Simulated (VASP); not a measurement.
Here is a VASP 6.6.1 calculation.

File INCAR:

```
SYSTEM = Mo
AGGAC    = 1.0          
AGGAX    = 1.0          
ALDAC    = 0.0          
ALDAX    = 1.0          
ALGO     = Normal         ! electronic algorithm
EDIFF    = 1E-6           ! SCF threshold, eV
ENCUT    = 520            ! plane-wave cutoff, eV
GGA      = B5             ! functional
ISIF     = 2              ! what is computed and relaxed
ISMEAR   = -1             ! smearing method
LASPH    = .True.         ! aspherical terms in the spheres
LCHARG   = .True.         ! write CHGCAR
LELF     = .True.         ! ELF
LREAL    = .False.        ! projectors in reciprocal space
LVHAR    = .True.       
LWAVE    = .False.        ! write WAVECAR
NBANDS   = 21             ! bands
NELM     = 80             ! most SCF steps
PREC     = Accurate       ! precision mode
SIGMA    = 0.1            ! smearing width, eV
```

The input KPOINTS:

```
k-points
0
Gamma
  15 15 7
  0 0 0
```

The input POSCAR:

```
Mo
1.0
    2.8982529625      0.0000000000      0.0000000000
   -1.4491264812      2.5099606921      0.0000000000
    0.0000000000      0.0000000000      5.1660089926
Mo
2
Direct
    0.3333333333      0.6666666667      0.2500000000
    0.6666666667      0.3333333333      0.7500000000
```

Potentials or basis: VASP PAW PBE potentials, release 64 (Mo_sv).

The run is started by

```console
$ cat potpaw_PBE.64/Mo_sv/POTCAR > POTCAR
$ mpirun -np 1 vasp_std > vasp.out
```

**Question.** Estimate the band gap on the k mesh.

**Answer.** Zero (bands 14 and 15 overlap by 1.40 eV).

**Question.** What does it give for the pressure?

**Answer.** -18.5 GPa.

Stress tensor (GPa, compression positive):
```
-19.68   0.00   0.00
  0.00 -19.68   0.00
  0.00   0.00 -16.05
```

Caveat: the cell stands under tension; the PAW data sets were made with another functional, which shifts forces and pressure a little.
